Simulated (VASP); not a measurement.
Here is a VASP 6.6.1 calculation.

INCAR

```
SYSTEM = KTaO3
  ALGO = Normal
  EDIFF = 1E-6
  ENCUT = 520
  GGA = PE
  ISIF = 2
  ISMEAR = 0
  LASPH = .TRUE.
  LCHARG = .FALSE.
  LREAL = .FALSE.
  LWAVE = .FALSE.
  NBANDS = 27
  NELM = 80
  PREC = Accurate
  SIGMA = 0.02
```

The input KPOINTS:

```
k-points
0
G
  8 8 8
  0 0 0
```

File POSCAR:

```
KTaO3
1.0
    3.9837658679      0.0000000000      0.0000000000
    0.0000000000      3.9837658679      0.0000000000
    0.0000000000      0.0000000000      3.9837658679
K Ta O
1 1 3
Direct
    0.0000000000      0.0000000000      0.0000000000
    0.5000000000      0.5000000000      0.5000000000
    0.5000000000      0.0000000000      0.5000000000
    0.5000000000      0.5000000000      0.0000000000
    0.0000000000      0.5000000000      0.5000000000
```

Potentials or basis: VASP PAW PBE potentials, release 64 (K_sv, Ta_pv, O).

Command:

```bash
$ cat potpaw_PBE.64/K_sv/POTCAR potpaw_PBE.64/Ta_pv/POTCAR potpaw_PBE.64/O/POTCAR > POTCAR
$ mpirun -np 1 vasp_std > vasp.out
```

**Question.** Estimate the pressure.

**Answer.** 6.8 GPa.

**Question.** Predict the band gap on the k mesh.

**Answer.** 2.18 eV (least direct gap 2.80 eV).

Caveat: the cell stands under pressure; spin-orbit coupling is left out, which moves the levels of the heavy elements. A k mesh can miss the band edges.
